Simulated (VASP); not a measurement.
# FeO (Fm-3m) in VASP: notebook

Aim: see how the results for FeO move with the level of theory and the settings. Levels: PBE, PBEsol, revPBE, BLYP. Tasks: single point.

All numbers are computed with VASP 6.6.1; they aren't measurements. Logs are shortened: lines on timing, memory, paths and dates and some standing lists are left out, and cuts for length are marked.

### 1 The cell of the first run

Symmetry: Fm-3m, No. 225, cubic system. The conventional cell has a = 4.311 Å, b = 4.311 Å, c = 4.311 Å, α = 90.00°, β = 90.00°, γ = 90.00°. Fe (site symmetry m-3m) has 6 O at 2.16 Å within 2.9 Å. O (site symmetry m-3m) has 6 Fe at 2.16 Å within 2.9 Å.

### 2 Single point, PBE

Input file INCAR:

```
PREC = Accurate ; ENCUT = 700
EDIFF = 1E-6 ; ISMEAR = -1
SIGMA = 0.05 ; LREAL = F
LASPH = T ; NELM = 120
ALGO = Normal ; ISIF = 2
LWAVE = F ; LCHARG = T
GGA = PE ; LELF = T
LVHAR = T ; NBANDS = 18
GGA_COMPAT = F
```

Input file KPOINTS:

```
regular mesh
0
Gamma
  11 11 11
```

Input file POSCAR:

```
FeO
1.0
    0.0000000000      2.1554001600      2.1554001600
    2.1554001600      0.0000000000      2.1554001600
    2.1554001600      2.1554001600      0.0000000000
Fe O
1 1
Direct
    0.0000000000      0.0000000000      0.0000000000
    0.5000000000      0.5000000000      0.5000000000
```

Potentials or basis: VASP PAW PBE potentials, release 64 (Fe_sv, O).

Command:

```sh
> cat potpaw_PBE.64/Fe_sv/POTCAR potpaw_PBE.64/O/POTCAR > POTCAR
> mpirun -np 1 vasp_std > vasp.out
```

OUTCAR:

```text
PREC = Accurate
   ENCUT = 700
   EDIFF = 1E-6
   ISMEAR = -1
   LREAL = F
   LASPH = T
   NELM = 120
   ISIF = 2
   GGA = PE

 ion  position               nearest neighbor table
   1  0.000  0.000  0.000-   2 2.16   2 2.16   2 2.16   2 2.16   2 2.16   2 2.16
   2  0.500  0.500  0.500-   1 2.16   1 2.16   1 2.16   1 2.16   1 2.16   1 2.16

  LATTYP: Found a face centered cubic cell.
 ALAT       =     4.3108003200

  Lattice vectors:

 A1 = (   0.0000000000,   2.1554001600,   2.1554001600)
 A2 = (   2.1554001600,   0.0000000000,   2.1554001600)
 A3 = (   2.1554001600,   2.1554001600,   0.0000000000)

Analysis of symmetry for initial positions (statically):
=====================================================================
 Subroutine PRICEL returns:
 Original cell was already a primitive cell.

 Routine SETGRP: Setting up the symmetry group for a
 face centered cubic supercell.

 Subroutine GETGRP returns: Found 48 space group operations
 (whereof 48 operations were pure point group operations)
 out of a pool of 48 trial point group operations.

The static configuration has the point symmetry O_h .

Analysis of symmetry for dynamics (positions and initial velocities):
=====================================================================
 Subroutine PRICEL returns:
 Original cell was already a primitive cell.

 Routine SETGRP: Setting up the symmetry group for a
 face centered cubic supercell.

 Subroutine GETGRP returns: Found 48 space group operations
 (whereof 48 operations were pure point group operations)
 out of a pool of 48 trial point group operations.

The dynamic configuration has the point symmetry O_h .

 Subroutine INISYM returns: Found 48 space group operations
 (whereof 48 operations are pure point group operations),
 and found     1 'primitive' translations

----------------------------------------------------------------------------------------

                                     Primitive cell

  volume of cell :      20.0269

  direct lattice vectors                    reciprocal lattice vectors
     0.000000000  2.155400160  2.155400160    -0.231975486  0.231975486  0.231975486
     2.155400160  0.000000000  2.155400160     0.231975486 -0.231975486  0.231975486
     2.155400160  2.155400160  0.000000000     0.231975486  0.231975486 -0.231975486

  length of vectors
     3.048196139  3.048196139  3.048196139     0.401793328  0.401793328  0.401793328

  position of ions in fractional coordinates (direct lattice)
     0.000000000  0.000000000  0.000000000
     0.500000000  0.500000000  0.500000000

  ion indices of the primitive-cell ions
   primitive index   ion index
                 1           1
                 2           2

----------------------------------------------------------------------------------------

 KPOINTS: regular mesh

Automatic generation of k-mesh.
 Grid dimensions read from file:
 generate k-points for:   11   11   11

 Generating k-lattice:

  Cartesian coordinates                     Fractional coordinates (reciprocal lattice)
    -0.021088681  0.021088681  0.021088681     0.090909091  0.000000000  0.000000000
     0.021088681 -0.021088681  0.021088681     0.000000000  0.090909091  0.000000000
     0.021088681  0.021088681 -0.021088681     0.000000000  0.000000000  0.090909091

  Length of vectors
     0.036526666  0.036526666  0.036526666

  Shift w.r.t. Gamma in fractional coordinates (k-lattice)
     0.000000000  0.000000000  0.000000000

 Subroutine IBZKPT returns following result:
 ===========================================

 Found     56 irreducible k-points:

 Following reciprocal coordinates:
            Coordinates               Weight
  0.000000  0.000000  0.000000      1.000000
  0.090909  0.000000  0.000000      8.000000
  0.181818  0.000000  0.000000      8.000000
  0.272727  0.000000  0.000000      8.000000
  0.363636  0.000000  0.000000      8.000000
  0.454545  0.000000  0.000000      8.000000
[... 16 lines left out ...]
 -0.272727  0.181818  0.000000     24.000000
 -0.181818  0.181818  0.000000     12.000000
 [... further k-points ...]
   k-points           NKPTS =     56   k-points in BZ     NKDIM =     56   number of bands    NBANDS=     18
   number of dos      NEDOS =    301   number of ions     NIONS =      2
   total plane-waves  NPLWV =  21952
   dimension x,y,z NGX =    28 NGY =   28 NGZ =   28
   dimension x,y,z NGXF=    56 NGYF=   56 NGZF=   56
   ions per type =               1   1
   NGX,Y,Z   is equivalent  to a cutoff of  15.27, 15.27, 15.27 a.u.
   NGXF,Y,Z  is equivalent  to a cutoff of  30.54, 30.54, 30.54 a.u.
 SYSTEM =  unknown system
   PREC   = accura    normal or accurate (medium, high low for compatibility)
   ISTART =      0    job   : 0-new  1-cont  2-samecut
   ICHARG =      2    charge: 1-file 2-atom 10-const
   ISPIN  =      1    spin polarized calculation?
   LNONCOLLINEAR =      F non collinear calculations
   LSORBIT =      F    spin-orbit coupling
   LASPH  =      T    aspherical Exc in radial PAW
   ENCUT  =  700.0 eV  51.45 Ry    7.17 a.u.   6.58  6.58  6.58*2*pi/ulx,y,z
   NELM   =    120;   NELMIN=  2; NELMDL= -5     # of ELM steps
   EDIFF  = 0.1E-05   stopping-criterion for ELM
   LREAL  =      F    real-space projection
   EDIFFG = 0.1E-04   stopping-criterion for IOM
   NSW    =      0    number of steps for IOM
   IBRION =     -1    ionic relax: 0-MD 1-quasi-New 2-CG
   NFREE  =      0    steps in history (QN), initial steepest desc. (CG)
   ISIF   =      2    stress and relaxation
   ISYM   =      2    0-nonsym 1-usesym 2-fastsym
   POTIM  = 0.5000    time-step for ionic-motion
   TEBEG  =    0.0;   TEEND  =   0.0 temperature during run
   PSTRESS=    0.0 pullay stress
   NELECT =      22.0000    total number of electrons
   NUPDOWN=      -1.0000    fix difference up-down
   EMIN   =  10.00;   EMAX   =-10.00  energy-range for DOS
   EFERMI =   0.00;   METHOD = LEGACY
   ISMEAR =    -1;   SIGMA  =   0.05  broadening in eV -4-tet -1-fermi 0-gaus
   EFERMI_NEDOS =   21; number of points for ismear=-14 and -15
   IALGO  =     38    algorithm
   IMIX   =      4    mixing-type and parameters
     AMIX     =   0.40;   BMIX     =  1.00
     AMIX_MAG =   1.60;   BMIX_MAG =  1.00
  volume/ion in A,a.u.               =      10.01        67.57
  Fermi-wavevector in a.u.,A,eV,Ry     =   1.689187  3.192101 38.822236  2.853354
  Thomas-Fermi vector in A             =   2.771359
   LORBIT       =      0    0 simple, 1 ext, 2 COOP (PROOUT), +10 PAW based schemes
   GGA     = PE    functional components
   LHFCALC =     F    Hartree Fock is set to
   AEXX    =    0.0000 exact exchange contribution
   IVDW    =     0    specifies the selected vdW correction
   LEPSILON=     F    determine dielectric tensor
   LRPA    =     F    only Hartree local field effects (RPA)
 non-spin polarized calculation
  energy-cutoff  :      700.00
  volume of cell :       20.03
 maximum number of plane-waves:       869
   NGX = 13   NGY = 13   NGZ = 13

 number of electron      21.9999991 magnetization

 Free energy of the ion-electron system (eV)
  ---------------------------------------------------
  ext. energy  EPLUGINS =         0.00000000
  ---------------------------------------------------
  free energy    TOTEN  =       -13.63609233 eV

  energy without entropy =      -13.57567255  energy(sigma->0) =      -13.60588244

 E-fermi :   9.1086     XC(G=0): -12.5542

 val. band max:        9.1048200515   @ k =  -0.4545   0.3636   0.0000
 cond. band min:       9.1091375142   @ k =   0.3636   0.3636   0.0000
 fundamental gap:      0.0043174628
 Fermi energy:         9.1085775687

 k-point     1 :       0.0000    0.0000    0.0000
  band No.  band energies     occupation
      1     -77.6859      2.00000
      2     -43.7627      2.00000
      3     -43.7627      2.00000
      4     -43.7627      2.00000
      5     -11.3835      2.00000
      6       5.4335      2.00000
[... 10 lines left out ...]
     17      27.2697      0.00000
     18      27.2697      0.00000

 k-point     2 :       0.0909    0.0000    0.0000
  band No.  band energies     occupation
      1     -77.6854      2.00000
      2     -43.7675      2.00000
      3     -43.7633      2.00000
      4     -43.7633      2.00000
      5     -11.3066      2.00000
      6       4.8651      2.00000
[... 10 lines left out ...]
     17      27.0105      0.00000
     18      27.7015      0.00000

 k-point     3 :       0.1818    0.0000    0.0000
  band No.  band energies     occupation
      1     -77.6841      2.00000
      2     -43.7803      2.00000
      3     -43.7649      2.00000
      4     -43.7649      2.00000
      5     -11.0933      2.00000
      6       3.7188      2.00000
[... 10 lines left out ...]
     17      26.0083      0.00000
     18      28.2161      0.00000

 k-point     4 :       0.2727    0.0000    0.0000
  band No.  band energies     occupation
      1     -77.6824      2.00000
      2     -43.7971      2.00000
      3     -43.7670      2.00000
      4     -43.7670      2.00000
      5     -10.7965      2.00000
      6       2.5537      2.00000
[... 375 lines left out ...]
      4     -43.7718      2.00000
      5     -10.3077      2.00000
      6       1.6194      2.00000
[... 10 lines left out ...]
     17      23.5339      0.00000
     18      30.6240      0.00000

 k-point    23 :      -0.2727    0.1818    0.0000
  band No.  band energies     occupation
      1     -77.6805      2.00000
      2     -43.8055      2.00000
      3     -43.7814      2.00000
      4     -43.7689      2.00000
      5     -10.4834      2.00000
      6       1.9727      2.00000
[... 10 lines left out ...]
     17      24.2252      0.00000
     18      29.3564      0.00000

 k-point    24 :      -0.1818    0.1818    0.0000
  band No.  band energies     occupation
      1     -77.6819      2.00000
      2     -43.7954      2.00000
      3     -43.7764      2.00000
      4     -43.7663      2.00000
      5     -10.7238      2.00000
      6       2.5170      2.00000
[... 10 lines left out ...]
     17      25.2818      0.00000
     18      28.3713      0.00000

 [... further k-points ...]

------------------------ aborting loop because EDIFF is reached ----------------------------------------

  FORCE on cell =-STRESS in cart. coord.  units (eV):
  Direction    XX          YY          ZZ          XY          YZ          ZX
  --------------------------------------------------------------------------------------
  -------------------------------------------------------------------------------------
  Total       -3.3380095     -3.3380095     -3.3380095      0.0000000      0.0000000      0.0000000
  in kB     -267.0449827   -267.0449827   -267.0449827      0.0000000      0.0000000      0.0000000
  external PRESSURE =    -267.0449827 kB  Pullay stress =       0.0000000 kB

 VOLUME and BASIS-vectors are now :
 -----------------------------------------------------------------------------
  energy-cutoff  :      700.00
  volume of cell :       20.03
      direct lattice vectors                 reciprocal lattice vectors
     0.000000000  2.155400160  2.155400160    -0.231975486  0.231975486  0.231975486
     2.155400160  0.000000000  2.155400160     0.231975486 -0.231975486  0.231975486
     2.155400160  2.155400160  0.000000000     0.231975486  0.231975486 -0.231975486

 POSITION                                       TOTAL-FORCE (eV/Angst)
 -----------------------------------------------------------------------------------
      0.00000      0.00000      0.00000        -0.000000      0.000000     -0.000000
      2.15540      2.15540      2.15540         0.000000     -0.000000      0.000000
 -----------------------------------------------------------------------------------
    total drift:                                0.000000      0.000000      0.000000

  FREE ENERGIE OF THE ION-ELECTRON SYSTEM (eV)
  ---------------------------------------------------
  free  energy   TOTEN  =       -13.6360923253 eV

  energy  without entropy=      -13.5756725506  energy(sigma->0) =      -13.60588244
```

Wall time 16 s (1 thread of Intel Xeon 6975P-C (Granite Rapids), shared host); peak memory 0.17 GiB.

What came out:

```
Free energy            : -13.6361 eV
Pressure               : -26.7 GPa
Band gap on the k mesh : zero (bands 11 and 12 overlap by 0.82 eV)
```

Levels at points of the mesh, in eV from the Fermi level:
```csv
k point,band 7,band 8,band 9,band 10,band 11,band 12,band 13,band 14,band 15,band 16
"(0.00, 0.00, 0.00)",-3.68,-3.68,-1.28,-1.28,-1.28,-0.79,-0.79,0.95,16.04,18.16
```

Caveat: the cell stands under tension; the run has no spin polarisation, though such a crystal can be magnetic; semilocal functionals often make such compounds metallic where correlation or magnetic order opens a gap, which also shifts bond lengths. Spin polarisation is off, so any magnetic state and its effect on volume and gap are missing.

### 3 Single point, PBEsol, collinear spin, ferromagnetic start

Input file INCAR:

```
ALGO     = Normal         # electronic algorithm
EDIFF    = 1E-6           # SCF threshold, eV
ENCUT    = 700            # plane-wave cutoff, eV
GGA      = PS             # functional
GGA_COMPAT= False        
ISIF     = 2              # what is computed and relaxed
ISMEAR   = -1             # smearing method
ISPIN    = 2              # spin polarisation
LASPH    = True           # aspherical terms in the spheres
LCHARG   = True           # write CHGCAR
LELF     = True           # ELF
LMAXMIX  = 4              # l up to which the mixer works
LORBIT   = 11             # projections on sites
LREAL    = False          # projectors in reciprocal space
LVHAR    = True         
LWAVE    = False          # write WAVECAR
MAGMOM   = 3 0            # initial moments
NBANDS   = 22             # bands
NELM     = 200            # most SCF steps
PREC     = Accurate       # precision mode
SIGMA    = 0.05           # smearing width, eV
```

Input file KPOINTS:

```
k-points
0
Gamma
  6 6 6
```

POSCAR is that of step 2.

Potentials or basis: VASP PAW PBE potentials, release 64 (Fe_sv, O).

Command:

```sh
> cat potpaw_PBE.64/Fe_sv/POTCAR potpaw_PBE.64/O/POTCAR > POTCAR
> mpirun -np 1 vasp_std > vasp.out
```

It took 14 s on 1 thread of Intel Xeon 6975P-C (Granite Rapids), shared host; peak memory 0.17 GiB.

Results (log left out):

```
Free energy                                           : -15.9419 eV
Pressure                                              : -9.2 GPa
Band gap on the k mesh                                : zero (filled and empty bands overlap)
Net moment                                            : 4.01 μB per cell
Site moments                                          : Fe +3.47; O +0.30 μB
Valence electrons inside the program's atomic spheres : Fe 13.61; O 4.97
```

Levels at points of the mesh, in eV from the Fermi level:
Spin up:
```csv
k point,band 10,band 11,band 12,band 13,band 14,band 15,band 16,band 17
"(0.00, 0.00, 0.00)",-3.90,-3.90,-3.68,-3.68,-0.08,15.01,16.78,16.78
"(0.50, 0.00, 0.00)",-3.07,-2.51,-0.34,-0.34,3.82,8.31,12.27,12.27
"(0.50, 0.50, 0.00)",-3.29,-2.79,-2.79,-2.78,5.08,8.53,10.54,14.47
```
Spin down:
| k point | band 6 | band 7 | band 8 | band 9 | band 10 | band 11 | band 12 | band 13 |
| --- | --- | --- | --- | --- | --- | --- | --- | --- |
| (0.00, 0.00, 0.00) | -3.33 | -3.33 | -3.33 | -0.75 | -0.75 | -0.75 | 0.12 | 0.12 |
| (0.50, 0.00, 0.00) | -8.12 | -5.23 | -5.23 | 0.40 | 0.40 | 0.60 | 2.75 | 2.75 |
| (0.50, 0.50, 0.00) | -7.00 | -4.51 | -4.51 | -2.18 | 0.67 | 0.76 | 0.76 | 1.09 |

Caveat: the k points lie up to 0.42 Å⁻¹ apart, too coarse for converged energies and pressures of a metal; the PAW data sets were made with another functional, which shifts forces and pressure a little; a cell with one magnetic atom can't hold antiferromagnetic order, which such compounds often take; semilocal functionals often make such compounds metallic where correlation or magnetic order opens a gap, which also shifts bond lengths. With open d or f shells a metallic result of PBEsol can be an artefact of self-interaction; +U or a hybrid may open a gap.

### 4 Single point, revPBE, collinear spin, ferromagnetic start

Input file INCAR:

```
SYSTEM = FeO
PREC     = Accurate       ! precision mode
ENCUT    = 700            ! plane-wave cutoff, eV
EDIFF    = 1E-6           ! SCF threshold, eV
ISMEAR   = -1             ! smearing method
SIGMA    = 0.05           ! smearing width, eV
LREAL    = .False.        ! projectors in reciprocal space
LASPH    = .True.         ! aspherical terms in the spheres
NELM     = 200            ! most SCF steps
ALGO     = Normal         ! electronic algorithm
ISIF     = 2              ! what is computed and relaxed
LWAVE    = .False.        ! write WAVECAR
LCHARG   = .True.         ! write CHGCAR
ISPIN    = 2              ! spin polarisation
MAGMOM   = 3 0            ! initial moments
LORBIT   = 11             ! projections on sites
LMAXMIX  = 4              ! l up to which the mixer works
GGA      = RE             ! functional
LELF     = .True.         ! ELF
LVHAR    = .True.       
NBANDS   = 22             ! bands
GGA_COMPAT= .False.
```

Input file KPOINTS:

```
regular mesh
0
Gamma
  6 6 6
  0 0 0
```

POSCAR is that of step 3.

Command:

```sh
> cat potpaw_PBE.64/Fe_sv/POTCAR potpaw_PBE.64/O/POTCAR > POTCAR
> mpirun -np 1 vasp_std > vasp.out
```

Run time: 31 s. Hardware: 1 thread of AMD EPYC 7R13 (Zen 3), shared host; peak memory 0.14 GiB.

It converged, with:

```
Free energy                                           : -14.3412 eV
Pressure                                              : 3.0 GPa
Band gap on the k mesh                                : zero (filled and empty bands overlap)
Net moment                                            : 4.00 μB per cell
Site moments                                          : Fe +3.49; O +0.29 μB
Valence electrons inside the program's atomic spheres : Fe 13.62; O 5.01
```

Levels at points of the mesh, in eV from the Fermi level:
Spin up:
```
           k point  band 10  band 11  band 12  band 13  band 14  band 15  band 16  band 17
(0.00, 0.00, 0.00)    -3.91    -3.91    -3.75    -3.75     0.00    15.25    16.93    16.93
(0.50, 0.00, 0.00)    -3.13    -2.57    -0.42    -0.42     3.99     8.42    12.46    12.46
(0.50, 0.50, 0.00)    -3.37    -2.89    -2.86    -2.86     5.22     8.67    10.68    14.64
```
Spin down:
```tsv
k point	band 5	band 6	band 7	band 8	band 9	band 10	band 11	band 12	band 13	band 14
(0.00, 0.00, 0.00)	-20.36	-3.36	-3.36	-3.36	-0.74	-0.74	-0.74	0.24	0.24	0.80
(0.50, 0.00, 0.00)	-19.18	-8.08	-5.22	-5.22	0.39	0.40	0.59	2.81	2.81	4.44
(0.50, 0.50, 0.00)	-19.17	-6.99	-4.53	-4.53	-2.14	0.74	0.74	0.79	1.18	6.62
```

Caveat: the k points lie up to 0.42 Å⁻¹ apart, too coarse for converged energies and pressures of a metal; the PAW data sets were made with another functional, which shifts forces and pressure a little; a cell with one magnetic atom can't hold antiferromagnetic order, which such compounds often take; semilocal functionals often make such compounds metallic where correlation or magnetic order opens a gap, which also shifts bond lengths. With open d or f shells a metallic result of revPBE can be an artefact of self-interaction; +U or a hybrid may open a gap.

(Continued in part 2 of 2.)

The gap in the log of VASP goes by the Fermi energy; the results here count the filled bands.